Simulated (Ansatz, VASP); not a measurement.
## Sc: VASP beside Ansatz

Contents of INCAR:

```
SYSTEM = Sc
PREC = Accurate
ENCUT = 600
EDIFF = 1E-6
ISMEAR = 0
SIGMA = 0.1
LREAL = .FALSE.
LASPH = .TRUE.
NELM = 60
ALGO = Normal
ISIF = 3
LWAVE = .FALSE.
LCHARG = .FALSE.
GGA = PE
IBRION = 2
NSW = 100
EDIFFG = -0.01
```

File KPOINTS:

```
Automatic mesh
0
G
  22 22 22
  0 0 0
```

Contents of POSCAR:

```
Sc
1.0
   -1.8390807583      1.8390807583      1.8390807583
    1.8390807583     -1.8390807583      1.8390807583
    1.8390807583      1.8390807583     -1.8390807583
Sc
1
Direct
    0.0000000000      0.0000000000      0.0000000000
```

Input for Ansatz:

```yaml
crystal:
  lattice:
    - [-1.8390807583, 1.8390807583, 1.8390807583]
    - [1.8390807583, -1.8390807583, 1.8390807583]
    - [1.8390807583, 1.8390807583, -1.8390807583]
  atoms:
    - { symbol: Sc, position: [0.0, 0.0, 0.0] }
basis:
  ecutwfc: 420
kpoints:
  mp_grid: { grid: [22, 22, 22] }
hamiltonian:
  xc: pbe
scf:
  occupations: { method: gaussian, width: 0.1 }
output:
  forces: true
  stress: true
  eigenvalues: true
relax:
  adjacent_minimum: "off"
  f_tol: 0.01
  max_steps: 80
  cell: { stress_tol: 0.05 }
```

Alike in both runs: task relaxation of cell and atoms; functional PBE; k mesh 22 × 22 × 22; occupations gaussian, width 0.1 eV; no spin polarisation.

```csv
,VASP,Ansatz
version,VASP 6.6.1,Ansatz 0.2.0
potentials or method,"VASP PAW PBE potentials, release 64 (Sc_sv), cutoff 600 eV","scalar-relativistic, plane waves, PAW"
valence electrons in the cell,11,11
```

```csv
,VASP,Ansatz,Ansatz less VASP
"gap on the k mesh at the Fermi level, each at its own relaxed structure (eV)",none,none,-
relaxed volume (Å³/atom),24.88,24.85,-0.026
relaxed cell length with the largest relative difference (Å),3.185,3.184,-0.0011
```

A gap of «none» marks a metal or a gap that the smearing closes.

Noted on VASP's run: the relaxation stopped at its first step, so nothing moved.
